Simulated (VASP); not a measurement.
A run of VASP 6.6.1 is set up as follows.

INCAR

```
SYSTEM = AlNi
PREC     = Accurate       ! precision mode
ENCUT    = 520            ! plane-wave cutoff, eV
EDIFF    = 1E-6           ! SCF threshold, eV
ISMEAR   = -1             ! smearing method
SIGMA    = 0.05           ! smearing width, eV
LREAL    = .False.        ! projectors in reciprocal space
LASPH    = .True.         ! aspherical terms in the spheres
NELM     = 150            ! most SCF steps
ALGO     = Normal         ! electronic algorithm
ISIF     = 2              ! what is computed and relaxed
LWAVE    = .False.        ! write WAVECAR
LCHARG   = .False.        ! write CHGCAR
ISPIN    = 2              ! spin polarisation
MAGMOM   = 1 0            ! initial moments
LORBIT   = 11             ! projections on sites
LMAXMIX  = 4              ! l up to which the mixer works
GGA      = PE             ! functional
IVDW     = 12             ! dispersion correction
NBANDS   = 18             ! bands
```

File KPOINTS:

```
regular mesh
0
Gamma
  9 9 9
  0 0 0
```

File POSCAR:

```
AlNi
1.0
    2.8567381046      0.0000000000      0.0000000000
    0.0000000000      2.8567381046      0.0000000000
    0.0000000000      0.0000000000      2.8567381046
Ni Al
1 1
Direct
    0.5000000000      0.5000000000      0.5000000000
    0.0000000000      0.0000000000      0.0000000000
```

Potentials or basis: VASP PAW PBE potentials, release 64 (Ni, Al).

Command:

```console
$ cat potpaw_PBE.64/Ni/POTCAR potpaw_PBE.64/Al/POTCAR > POTCAR
$ mpirun -np 1 vasp_std > vasp.out
```

**Question.** What does it give for the net moment?

**Answer.** 0.00 μB per cell.

**Question.** Predict the dispersion energy per atom.

**Answer.** -0.455 eV.

**Question.** Predict the pressure.

**Answer.** -0.1 GPa.

Caveat: pairwise dispersion overbinds metals, which lowers pressure and volume.
